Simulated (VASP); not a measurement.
ScAl3N3: single point with PBE

The system is ScAl3N3.

```
CELL_PARAMETERS angstrom
3.16885 -3.28050 0.00000
3.16885 3.28050 0.00000
-3.15603 0.00000 4.39945
ATOMIC_POSITIONS crystal
Sc 0.03590 0.03590 0.96946
Al 0.51771 0.51771 0.95565
Al 0.77444 0.26382 0.45046
Al 0.26382 0.77444 0.45046
N 0.62421 0.15454 0.69211
N 0.15454 0.62421 0.69211
N 0.88313 0.88313 0.21764
```

The cell was generated, and may not be a known phase.

| Property | Result |
| --- | --- |
| Program | VASP 6.6.1 |
| Task | single point |
| Functional | PBE |
| Potentials or basis | VASP PAW PBE potentials, release 64 (Sc_sv, Al, N) |
| Cutoff | 600 eV |
| k mesh | 4 × 4 × 4 |
| Occupations | gaussian, width 0.1 eV |
| Spin | no spin polarisation |

The pressure is -0.1 GPa. The largest force is 0.100 eV/Å and the band gap on the k mesh is zero (an odd number of electrons rules out a gap without spin polarisation).

Forces on the atoms (eV/Å):
```
Sc   0.068  0.000  0.074
Al  -0.033  0.000  0.019
Al   0.004  0.002 -0.045
Al   0.004 -0.002 -0.045
N    0.003  0.054 -0.023
N    0.003 -0.054 -0.023
N   -0.049  0.000  0.044
```

Stress tensor (GPa, compression positive):
```
-0.36  0.00 -0.02
 0.00  0.43  0.00
-0.02  0.00 -0.22
```

Levels at points of the mesh, in eV from the Fermi level:
```
           k point  band 15  band 16  band 17  band 18  band 19  band 20
(0.00, 0.00, 0.00)    -3.87    -3.58    -3.32    -0.36     0.24     0.77
(0.50, 0.00, 0.00)    -3.76    -3.59    -2.04    -0.59     0.78     1.55
(0.50, 0.50, 0.00)    -3.56    -3.38    -2.62     0.34     1.16     2.08
(0.00, 0.00, 0.50)    -3.82    -3.81    -1.97     0.14     0.30     0.77
(0.50, 0.00, 0.50)    -3.66    -3.29    -1.93     0.02     0.62     1.49
(0.50, 0.50, 0.50)    -3.60    -3.24    -2.22     0.26     0.81     1.59
```

Wall time 2.3 min on 1 thread of Intel Xeon 8259CL, with other jobs on the host, peak memory 0.27 GiB.

Caveat: the k points lie up to 0.39 Å⁻¹ apart, too coarse for converged energies and pressures of a metal.
